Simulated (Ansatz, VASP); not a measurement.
## Sb in VASP and in Ansatz

The input INCAR:

```
SYSTEM = Sb
ALGO = Normal ; EDIFF = 1E-6
ENCUT = 520 ; GGA = PE
ISIF = 2 ; ISMEAR = -1
LASPH = .TRUE. ; LCHARG = .TRUE.
LELF = .TRUE. ; LREAL = .FALSE.
LVHAR = .TRUE. ; LWAVE = .FALSE.
NBANDS = 18 ; NELM = 100
PREC = Accurate ; SIGMA = 0.08
```

KPOINTS

```
k-points
0
G
  10 7 1
  0 0 0
```

POSCAR

```
Sb
1.0
    3.3884663829      0.0000000000      0.0000000000
    0.0000000000      4.7920151143      0.0000000000
    0.0000000000      0.0000000000     21.0827000000
Sb
4
Direct
    0.2500000000      0.2500000000      0.4099125997
    0.7500000000      0.7500000000      0.4478105265
    0.2500000000      0.2500000000      0.5521894750
    0.7500000000      0.7500000000      0.5900873984
```

Input for Ansatz:

```yaml
crystal:
  lattice:
    - [3.3884663829, 0.0, 0.0]
    - [0.0, 4.7920151143, 0.0]
    - [0.0, 0.0, 21.0827]
  atoms:
    - { symbol: Sb, position: [0.25, 0.25, 0.4099125997] }
    - { symbol: Sb, position: [0.75, 0.75, 0.4478105265] }
    - { symbol: Sb, position: [0.25, 0.25, 0.552189475] }
    - { symbol: Sb, position: [0.75, 0.75, 0.5900873984] }
kpoints:
  mp_grid: { grid: [10, 7, 1] }
scf:
  occupations: { method: fermi_dirac, width: 0.08 }
hamiltonian:
  xc: pbe
  pseudopotentials: { kind: paw }
output:
  forces: true
  stress: true
  eigenvalues: true
  core_levels:
    shells: { Sb: ["3d"] }
    counted_from: fermi_level
    add_spin: false
```

Alike in both runs: task single point; functional PBE; k mesh 10 × 7 × 1; occupations fermi-dirac, width 0.08 eV; no spin polarisation.

|  | VASP | Ansatz |
| --- | --- | --- |
| version | VASP 6.6.1 | Ansatz 0.2.0 |
| potentials or method | VASP PAW PBE potentials, release 64 (Sb) | PAW with Ansatz's default frozen-core files, scalar-relativistic |
| plane-wave cutoff (eV) | 520 | 420 |
| valence electrons in the cell | 20 | 60 |

|  | VASP | Ansatz | Ansatz less VASP |
| --- | --- | --- | --- |
| rms of the force components (eV/Å) | 0.006 | 0.000 | -0.0058 |

Atom by atom the forces differ by 0.006 eV/Å (rms over components). VASP's potentials hold 20 valence electrons a cell and Ansatz's 60, so a difference there can come from the potentials and not from the codes.

Neither program's run includes spin-orbit coupling.
